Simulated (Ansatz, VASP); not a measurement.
**One calculation of Ca, two programs**

```
Ca
1.0
     0.00000    2.67005    2.67005
     2.67005    0.00000    2.67005
     2.67005    2.67005    0.00000
Ca
1
Direct
  0.00000 0.00000 0.00000
```

Alike in both runs: functional LDA; k mesh 6 × 6 × 6; no spin polarisation.

Ansatz relaxed the structure, and its values are those at the end. VASP's run is a single point on that final structure, the one shown.

|  | VASP | Ansatz |
| --- | --- | --- |
| version | VASP 6.6.1 | Ansatz 0.2.0 |
| potentials or method | VASP PAW LDA potentials, release 64 (Ca_sv), cutoff 500 eV | PAW plane waves |
| occupations | fermi-dirac, width 0.1 eV | fermi-dirac |
| valence electrons in the cell | 10 | 10 |

|  | VASP | Ansatz | Ansatz less VASP |
| --- | --- | --- | --- |
| gap on the k mesh at the Fermi level (eV) | none | none | - |
| pressure (GPa) | 0.0 | 0.0 | 0.00 |

LDA's correlation is that of Perdew and Zunger in VASP and of Perdew and Wang (1992) in Ansatz. A gap of «none» marks a metal or a gap that the smearing closes.
